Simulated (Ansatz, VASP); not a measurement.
C: VASP beside Ansatz

```
C
1.0
    -1.21803    1.21803    1.21803
     1.21803   -1.21803    1.21803
     1.21803    1.21803   -1.21803
C
1
Cartesian
  0.0000 0.0000 0.0000
```

Alike in both runs: task single point; functional PBE; k mesh 21 × 21 × 21; occupations fermi-dirac, width 0.1 eV; no spin polarisation.

|  | VASP | Ansatz |
| --- | --- | --- |
| version | VASP 6.6.1 | Ansatz 0.2.0 |
| potentials or method | VASP PAW PBE potentials, release 64 (C), cutoff 520 eV | plane waves (420 eV) with PAW, scalar-relativistic |
| valence electrons in the cell | 4 | 4 |

Ansatz gave:

| Property | Result |
| --- | --- |
| pressure (GPa) | -12.2 |

What did VASP give for the same quantities?

Pressure (GPa): -12.1.
